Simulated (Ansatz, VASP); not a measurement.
One calculation of Cs2Cd, two programs

```
Cs Cd
1.0
     0.00000    4.68738    4.68738
     4.68738    0.00000    4.68738
     4.68738    4.68738    0.00000
Cs Cd
2 1
Direct
  0.25000 0.25000 0.25000
  0.75000 0.75000 0.75000
  0.50000 0.50000 0.50000
```

Alike in both runs: functional PBE; k mesh 4 × 4 × 4; occupations gaussian, width 0.1 eV; no spin polarisation.

Ansatz relaxed the structure, and its values are those at the end. VASP's run is a single point on that final structure, the one shown.

|  | VASP | Ansatz |
| --- | --- | --- |
| version | VASP 6.6.1 | Ansatz 0.2.0 |
| potentials or method | VASP PAW PBE potentials, release 64 (Cs_sv, Cd), cutoff 520 eV | scalar-relativistic, plane waves, PAW |
| valence electrons in the cell | 30 | 38 |

```tsv
	VASP	Ansatz	Ansatz less VASP
gap on the k mesh at the Fermi level (eV)	none	none	-
pressure (GPa)	0.3	0.3	-0.01
```

A gap of «none» marks a metal or a gap that the smearing closes. With one functional, cell and mesh, what is left measures potentials, basis and numerics. VASP's potentials hold 30 valence electrons a cell and Ansatz's 38, so a difference there can come from the potentials and not from the codes.

Neither program's run includes spin-orbit coupling.
